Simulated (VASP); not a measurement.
# AgPtC2N2: relaxation of cell and atoms with PBE

AgPtC2N2:

```
CELL_PARAMETERS angstrom
-1.54098 2.76478 5.12591
1.54098 -2.76478 5.12591
1.54098 2.76478 -5.12591
ATOMIC_POSITIONS crystal
Ag 0.00000 0.00000 0.00000
Pt 0.50000 0.50000 0.00000
C 0.80244 0.80244 0.00000
C 0.19756 0.19756 0.00000
N 0.68904 0.68904 0.00000
N 0.31096 0.31096 0.00000
```

| Quantity | Value |
| --- | --- |
| Program | VASP 6.6.1 |
| Task | relaxation of cell and atoms |
| Functional | PBE |
| Potentials or basis | VASP PAW PBE potentials, release 64 (Ag, Pt, C, N) |
| Cutoff | 600 eV |
| k mesh | 14 × 14 × 14 |
| Occupations | gaussian, width 0.1 eV |
| Spin | no spin polarisation |
| Dipole correction | no |
| Further INCAR settings | ALGO = Normal; EDIFF = 1e-07; IBRION = 2; EDIFFG = -0.01; NSW = 100; ISIF = 3 |

| Property | Result |
| --- | --- |
| Relaxed volume | 14.57 Å³/atom |
| Relaxed cell | a = 6.036 Å, b = 6.036 Å, c = 6.036 Å, α = 150.69°, β = 124.95°, γ = 63.59° |
| Space group after relaxing (to 0.1 Å) | Immm (No. 71) |
| Energy gained by relaxing | 0.5 meV/atom |
| Ionic steps | 29 |
| Pressure after relaxing | 0.0 GPa |
| Largest force after relaxing | 0.004 eV/Å |
| Band gap on the k mesh | zero (an odd number of electrons rules out a gap without spin polarisation) |

Forces in eV/Å, atoms in the order of the input:
```
Ag   0.000  0.000  0.000
Pt   0.000  0.000  0.000
C    0.000  0.000  0.004
C    0.000  0.000 -0.004
N    0.000  0.000  0.003
N    0.000  0.000 -0.003
```

Step by step:
```csv
step,energy change (eV),largest force (eV/Å),pressure (GPa),volume (Å³)
1,0.0000,0.4002,0.51,87.35
2,0.1912,4.2804,-6.09,87.94
3,-0.0014,0.0596,-0.08,87.40
4,-0.0014,0.0332,-0.04,87.40
5,-0.0014,0.0257,-0.03,87.40
6,-0.0019,0.0167,-0.10,87.37
7,-0.0024,0.0551,-0.28,87.30
8,-0.0024,0.0451,-0.24,87.32
9,-0.0027,0.0349,-0.16,87.27
10,-0.0029,0.0288,-0.07,87.21
11,-0.0030,0.0493,0.14,87.09
12,-0.0030,0.0340,0.08,87.13
13,-0.0031,0.0344,0.10,87.14
14,-0.0031,0.0763,0.16,87.17
15,-0.0032,0.0675,0.15,87.18
16,-0.0032,0.0403,0.11,87.19
17,-0.0032,0.0143,0.04,87.23
18,-0.0032,0.0224,0.03,87.23
19,-0.0032,0.0203,0.03,87.24
20,-0.0033,0.0143,0.04,87.26
21,-0.0032,0.0293,0.05,87.31
22,-0.0033,0.0121,0.04,87.28
23,-0.0033,0.0108,0.04,87.27
24,-0.0033,0.0102,0.04,87.28
25,-0.0033,0.0117,0.04,87.29
26,-0.0033,0.0139,0.05,87.32
27,-0.0033,0.0229,0.06,87.37
28,-0.0033,0.0178,0.05,87.38
29,-0.0033,0.0039,0.02,87.40
```

Final structure:
```cif
data_structure
_symmetry_space_group_name_H-M 'P 1'
_symmetry_Int_Tables_number 1
_cell_length_a 6.0358
_cell_length_b 6.0358
_cell_length_c 6.0358
_cell_angle_alpha 150.694
_cell_angle_beta 124.947
_cell_angle_gamma 63.587
_cell_volume 87.40
loop_
_atom_site_label
_atom_site_type_symbol
_atom_site_fract_x
_atom_site_fract_y
_atom_site_fract_z
_atom_site_occupancy
Ag1 Ag 0.00000 0.00000 0.00000 1
Pt1 Pt 0.50000 0.50000 0.00000 1
C1 C 0.80241 0.80241 0.00000 1
C2 C 0.19759 0.19759 0.00000 1
N1 N 0.68878 0.68878 0.00000 1
N2 N 0.31122 0.31122 0.00000 1
```

Levels at points of the mesh, in eV from the Fermi level:
| k point | band 17 | band 18 | band 19 | band 20 | band 21 | band 22 |
| --- | --- | --- | --- | --- | --- | --- |
| (0.00, 0.00, 0.00) | -1.22 | -0.67 | -0.44 | -0.02 | 0.74 | 5.48 |
| (0.50, 0.00, 0.00) | -2.04 | -1.09 | -0.85 | -0.49 | 3.84 | 4.77 |
| (0.00, 0.50, 0.00) | -1.40 | -0.99 | -0.68 | 1.22 | 2.98 | 3.36 |
| (0.50, 0.50, 0.00) | -0.74 | -0.70 | -0.10 | 0.78 | 1.49 | 3.42 |
| (0.50, 0.50, 0.50) | -0.67 | -0.60 | -0.31 | 0.49 | 3.18 | 4.70 |

It took 54 min on 4 MPI ranks on Intel(R) Xeon(R) 6975P-C (Granite Rapids), on a shared host, peak memory 1.3 GiB a rank.

Caveat: spin-orbit coupling is left out, which moves the levels of the heavy elements.
